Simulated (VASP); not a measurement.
H, 8 atoms in the cell. It takes space group P2_12_12_1 (No. 19, orthorhombic). The conventional cell has a = 7.177 Å, b = 7.187 Å, c = 7.208 Å, α = 90.00°, β = 90.00°, γ = 90.00°. Within 1.0 Å of H (site symmetry 1) lie 1 H at 0.74 Å. H (site symmetry 1) has 1 H at 0.74 Å within 1.0 Å. 

| Item | Value |
| --- | --- |
| Program | VASP 6.6.1 |
| Task | single point |
| Functional | r2SCAN |
| Potentials or basis | VASP PAW PBE potentials, release 64 (H) |
| Cutoff | 520 eV |
| k mesh | 4 × 4 × 4 |
| Occupations | gaussian, width 0.1 eV |
| Spin | no spin polarisation |
| Dipole correction | no |
| Further INCAR settings | ALGO = Normal; EDIFF = 1e-07; NBANDS = 14 |

Potentials or basis: VASP PAW PBE potentials, release 64 (H).

Command:

```sh
$ cat potpaw_PBE.64/H/POTCAR > POTCAR
$ cp INCAR.step1 INCAR
$ mpirun -np 1 vasp_std > vasp.out
$ cp INCAR.step2 INCAR
$ mpirun -np 1 vasp_std > vasp.out
```

Hardware: 1 thread of AMD EPYC 9R45 96-Core Processor (Zen 5), on a shared host.

**Question.** How long does it take, and how much memory?

**Answer.** Run time: 6.4 min on 1 thread of AMD EPYC 9R45 96-Core Processor (Zen 5), on a shared host, peak memory 0.42 GiB. Counts: k points 27.
